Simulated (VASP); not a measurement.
# Zn5Ga3N3O5 (P1) in VASP: further runs

Zn5Ga3N3O5 is run at these levels: PBEsol, LDA; tasks: single point.

Program: VASP 6.6.1. These are calculated values, not measurements. Logs are shortened: lines on timing, memory, paths and dates and some standing lists are left out, and cuts for length are marked.

**1. The cell of the first run**

The typed cell holds 16 atoms: a = 6.429 Å, b = 5.567 Å, c = 5.205 Å, α = 90.00°, β = 90.00°, γ = 90.00°.

**2. Single point, PBEsol**

Contents of INCAR:

```
SYSTEM = Zn5Ga3N3O5
ALGO = Normal
EDIFF = 1E-6
ENCUT = 700
GGA = PS
GGA_COMPAT = .False.
ISIF = 2
ISMEAR = 1
ISYM = -1
LASPH = .True.
LCHARG = .True.
LELF = .True.
LREAL = Auto
LVHAR = .True.
LWAVE = .False.
NBANDS = 86
NELM = 120
PREC = Accurate
SIGMA = 0.05
```

Contents of KPOINTS:

```
explicit points
1
Reciprocal
  0.25000000   0.25000000   0.25000000 1
```

Contents of POSCAR:

```
Zn5Ga3N3O5
1.0
    6.4287110000      0.0000000000      0.0000000000
    0.0000000000      5.5674270000      0.0000000000
    0.0000000000      0.0000000000      5.2049820000
Ga Zn O N
3 5 5 3
Direct
    0.2628920000      0.1611890000      0.4592600000
    0.0082500000      0.6741600000      0.5167710000
    0.4723700000      0.3135360000      0.0017040000
    0.7463270000      0.1868780000      0.4918020000
    0.4571780000      0.6678520000      0.4816820000
    0.0051780000      0.3306840000      0.0300720000
    0.2212830000      0.8297140000      0.0271890000
    0.7531970000      0.8147230000      0.9937960000
    0.9835920000      0.3402650000      0.3909470000
    0.2652560000      0.8443870000      0.3736010000
    0.9884240000      0.6789170000      0.8640080000
    0.7553940000      0.1857900000      0.8640910000
    0.5086640000      0.6611080000      0.8532280000
    0.5191640000      0.3420930000      0.3726090000
    0.7490100000      0.8517170000      0.3860010000
    0.2444190000      0.1850050000      0.8607890000
```

Potentials or basis: VASP PAW PBE potentials, release 64 (Ga_d, Zn, O, N).

Command:

```
$ cat potpaw_PBE.64/Ga_d/POTCAR potpaw_PBE.64/Zn/POTCAR potpaw_PBE.64/O/POTCAR potpaw_PBE.64/N/POTCAR > POTCAR
$ mpirun -np 1 vasp_std > vasp.out
```

OUTCAR:

```text
SYSTEM = Zn5Ga3N3O5
   EDIFF = 1E-6
   ENCUT = 700
   GGA = PS
   ISIF = 2
   ISMEAR = 1
   ISYM = -1
   LASPH = .True.
   LREAL = Auto
   NELM = 120
   PREC = Accurate

 ion  position               nearest neighbor table
   1  0.263  0.161  0.459-  10 1.82  14 1.98   9 2.08  16 2.10   3 2.86   7 2.92   6 2.94
   2  0.008  0.674  0.517-  11 1.81   9 1.98  10 2.05  15 2.05   5 2.89
   3  0.472  0.314  0.002-  16 1.79  14 1.96  12 2.08  13 2.10   1 2.86
   4  0.746  0.187  0.492-  14 1.81   9 1.83  12 1.94  15 1.95   6 3.03
   5  0.457  0.668  0.482-  10 1.67  14 1.94  13 1.96  15 2.19   2 2.89   7 2.95
   6  0.005  0.331  0.030-   9 1.88  16 1.95  12 1.99  11 2.13   1 2.94   4 3.03
   7  0.221  0.830  0.027-  10 1.83  11 1.91  16 2.16  13 2.26   1 2.92   5 2.95   8 3.02
   8  0.753  0.815  0.994-  11 1.82  13 1.93  15 2.05  12 2.17   7 3.02
   9  0.984  0.340  0.391-   4 1.83   6 1.88   2 1.98   1 2.08
  10  0.265  0.844  0.374-   5 1.67   1 1.82   7 1.83   2 2.05
  11  0.988  0.679  0.864-   2 1.81   8 1.82   7 1.91   6 2.13
  12  0.755  0.186  0.864-   4 1.94   6 1.99   3 2.08   8 2.17
  13  0.509  0.661  0.853-   8 1.93   5 1.96   3 2.10   7 2.26
  14  0.519  0.342  0.373-   4 1.81   5 1.94   3 1.96   1 1.98
  15  0.749  0.852  0.386-   4 1.95   8 2.05   2 2.05   5 2.19
  16  0.244  0.185  0.861-   3 1.79   6 1.95   1 2.10   7 2.16

IMPORTANT INFORMATION: All symmetrisations will be switched off!
NOSYMM: (Re-)initialisation of all symmetry stuff for point group C_1.

----------------------------------------------------------------------------------------

                                     Primitive cell

  volume of cell :     186.2935

  direct lattice vectors                    reciprocal lattice vectors
     6.428711000  0.000000000  0.000000000     0.155552178  0.000000000  0.000000000
     0.000000000  5.567427000  0.000000000     0.000000000  0.179616185  0.000000000
     0.000000000  0.000000000  5.204982000     0.000000000  0.000000000  0.192123623

  length of vectors
     6.428711000  5.567427000  5.204982000     0.155552178  0.179616185  0.192123623

  position of ions in fractional coordinates (direct lattice)
     0.262892000  0.161189000  0.459260000
     0.008250000  0.674160000  0.516771000
     0.472370000  0.313536000  0.001704000
     0.746327000  0.186878000  0.491802000
     0.457178000  0.667852000  0.481682000
     0.005178000  0.330684000  0.030072000
[... 8 lines left out ...]
     0.749010000  0.851717000  0.386001000
     0.244419000  0.185005000  0.860789000

  ion indices of the primitive-cell ions
   primitive index   ion index
                 1           1
                 2           2
                 3           3
                 4           4
                 5           5
                 6           6
[... 8 lines left out ...]
                15          15
                16          16

----------------------------------------------------------------------------------------

 KPOINTS: explicit points

Read explicit list of k-points.

 Found      1 k-points:

 Following reciprocal coordinates:
            Coordinates               Weight
  0.250000  0.250000  0.250000      1.000000
   k-points           NKPTS =      1   k-points in BZ     NKDIM =      1   number of bands    NBANDS=     86
   number of dos      NEDOS =    301   number of ions     NIONS =     16
   total plane-waves  NPLWV = 129024
   dimension x,y,z NGX =    56 NGY =   48 NGZ =   48
   dimension x,y,z NGXF=   112 NGYF=   96 NGZF=   96
   ions per type =               3   5   5   3
   NGX,Y,Z   is equivalent  to a cutoff of  14.48, 14.33, 15.33 a.u.
   NGXF,Y,Z  is equivalent  to a cutoff of  28.96, 28.67, 30.66 a.u.
 SYSTEM =  Zn5Ga3N3O5
   PREC   = accura    normal or accurate (medium, high low for compatibility)
   ISTART =      0    job   : 0-new  1-cont  2-samecut
   ICHARG =      2    charge: 1-file 2-atom 10-const
   ISPIN  =      1    spin polarized calculation?
   LNONCOLLINEAR =      F non collinear calculations
   LSORBIT =      F    spin-orbit coupling
   LASPH  =      T    aspherical Exc in radial PAW
   ENCUT  =  700.0 eV  51.45 Ry    7.17 a.u.  13.87 12.01 11.23*2*pi/ulx,y,z
   NELM   =    120;   NELMIN=  2; NELMDL= -5     # of ELM steps
   EDIFF  = 0.1E-05   stopping-criterion for ELM
   LREAL  =      T    real-space projection
   EDIFFG = 0.1E-04   stopping-criterion for IOM
   NSW    =      0    number of steps for IOM
   IBRION =     -1    ionic relax: 0-MD 1-quasi-New 2-CG
   NFREE  =      0    steps in history (QN), initial steepest desc. (CG)
   ISIF   =      2    stress and relaxation
   ISYM   =     -1    0-nonsym 1-usesym 2-fastsym
   POTIM  = 0.5000    time-step for ionic-motion
   TEBEG  =    0.0;   TEEND  =   0.0 temperature during run
   PSTRESS=    0.0 pullay stress
   NELECT =     144.0000    total number of electrons
   NUPDOWN=      -1.0000    fix difference up-down
   EMIN   =  10.00;   EMAX   =-10.00  energy-range for DOS
   EFERMI =   0.00;   METHOD = LEGACY
   ISMEAR =     1;   SIGMA  =   0.05  broadening in eV -4-tet -1-fermi 0-gaus
   EFERMI_NEDOS =   21; number of points for ismear=-14 and -15
   IALGO  =     38    algorithm
   IMIX   =      4    mixing-type and parameters
     AMIX     =   0.40;   BMIX     =  1.00
     AMIX_MAG =   1.60;   BMIX_MAG =  1.00
  volume/ion in A,a.u.               =      11.64        78.57
  Fermi-wavevector in a.u.,A,eV,Ry     =   1.502438  2.839195 30.712685  2.257319
  Thomas-Fermi vector in A             =   2.613678
   LORBIT       =      0    0 simple, 1 ext, 2 COOP (PROOUT), +10 PAW based schemes
   GGA     = PS    functional components
   LHFCALC =     F    Hartree Fock is set to
   AEXX    =    0.0000 exact exchange contribution
   IVDW    =     0    specifies the selected vdW correction
   LEPSILON=     F    determine dielectric tensor
   LRPA    =     F    only Hartree local field effects (RPA)
 non-spin polarized calculation
 Methfessel and Paxton  Order N= 1 SIGMA  =   0.05
  energy-cutoff  :      700.00
  volume of cell :      186.29
 maximum number of plane-waves:      7839
 NGX is ok and might be reduce to    56
   NGX = 27   NGY = 25   NGZ = 23

 number of electron     144.0000016 magnetization

 Free energy of the ion-electron system (eV)
  ---------------------------------------------------
  ext. energy  EPLUGINS =         0.00000000
  ---------------------------------------------------
  free energy    TOTEN  =       -82.65065858 eV

  energy without entropy =      -82.65355753  energy(sigma->0) =      -82.65162489

 E-fermi :   3.2067     XC(G=0): -11.5261

 val. band max:        3.1646138819   @ k =   0.2500   0.2500   0.2500
 cond. band min:       5.1341044934   @ k =   0.2500   0.2500   0.2500
 fundamental gap:      1.9694906114
 Fermi energy:         3.2067079928

 k-point     1 :       0.2500    0.2500    0.2500
  band No.  band energies     occupation
      1     -18.1019      2.00000
      2     -16.4634      2.00000
      3     -16.2860      2.00000
      4     -14.1762      2.00000
      5     -13.9340      2.00000
      6     -11.9644      2.00000
[... 76 lines left out ...]
     83      10.3019      0.00000
     84      10.5766      0.00000
 [bands above 84 left out]

------------------------ aborting loop because EDIFF is reached ----------------------------------------

  FORCE on cell =-STRESS in cart. coord.  units (eV):
  Direction    XX          YY          ZZ          XY          YZ          ZX
  --------------------------------------------------------------------------------------
  -------------------------------------------------------------------------------------
  Total        8.1612794      4.9449366      8.0285183     -3.1741561     -1.4436751      3.3791179
  in kB       70.1893403     42.5278709     69.0475571    -27.2986515    -12.4160194     29.0613821
  external PRESSURE =      60.5882561 kB  Pullay stress =       0.0000000 kB

 VOLUME and BASIS-vectors are now :
 -----------------------------------------------------------------------------
  energy-cutoff  :      700.00
  volume of cell :      186.29
      direct lattice vectors                 reciprocal lattice vectors
     6.428711000  0.000000000  0.000000000     0.155552178  0.000000000  0.000000000
     0.000000000  5.567427000  0.000000000     0.000000000  0.179616185  0.000000000
     0.000000000  0.000000000  5.204982000     0.000000000  0.000000000  0.192123623

 POSITION                                       TOTAL-FORCE (eV/Angst)
 -----------------------------------------------------------------------------------
      1.69006      0.89741      2.39044         0.496984      2.920103      3.031108
      0.05304      3.75334      2.68978        -3.420847      0.742845     -1.678700
      3.03673      1.74559      0.00887         3.724482      1.605372     -0.248299
      4.79792      1.04043      2.55982        -0.620510     -2.442745      1.069501
      2.93907      3.71822      2.50715         6.556476     -3.001223      2.037404
      0.03329      1.84106      0.15652        -0.732153     -0.400986     -2.074198
[... 8 lines left out ...]
      4.81517      4.74187      2.00913         1.814515     -1.737696     -0.347894
      1.57130      1.03000      4.48039        -1.123076     -1.796145     -1.147033
 -----------------------------------------------------------------------------------
    total drift:                               -0.006555      0.003512      0.003361

  FREE ENERGIE OF THE ION-ELECTRON SYSTEM (eV)
  ---------------------------------------------------
  free  energy   TOTEN  =       -82.6506585754 eV

  energy  without entropy=      -82.6535575281  energy(sigma->0) =      -82.65162489
```

Wall time 46 s (1 thread of AMD EPYC 9R45 (Zen 5), shared host); peak memory 0.32 GiB.

Results:

* Free energy: -82.6507 eV
* Pressure: 6.1 GPa
* Largest force: 7.493 eV/Å

Forces on the atoms (eV/Å):
```
Ga   0.497  2.920  3.031
Ga  -3.421  0.743 -1.679
Ga   3.724  1.605 -0.248
Zn  -0.621 -2.443  1.070
Zn   6.556 -3.001  2.037
Zn  -0.732 -0.401 -2.074
Zn   1.202  0.897 -3.298
Zn  -1.963  1.799  1.625
O    3.609  1.489  0.361
O   -4.784  1.786 -0.156
O    2.088 -1.336  0.021
O   -1.160  0.107  1.431
O   -1.759 -0.876  1.261
N   -3.928  0.245 -1.885
N    1.815 -1.738 -0.348
N   -1.123 -1.796 -1.147
```

Levels at points of the mesh, in eV from the Fermi level:
```
           k point  band 68  band 69  band 70  band 71  band 72  band 73  band 74  band 75  band 76  band 77
(0.25, 0.25, 0.25)    -1.12    -1.00    -0.71    -0.36    -0.04     1.93     3.30     3.78     4.20     4.82
```

Caveat: the cell stands under pressure; the PAW data sets were made with another functional, which shifts forces and pressure a little.

(Continued in part 2 of 2.)
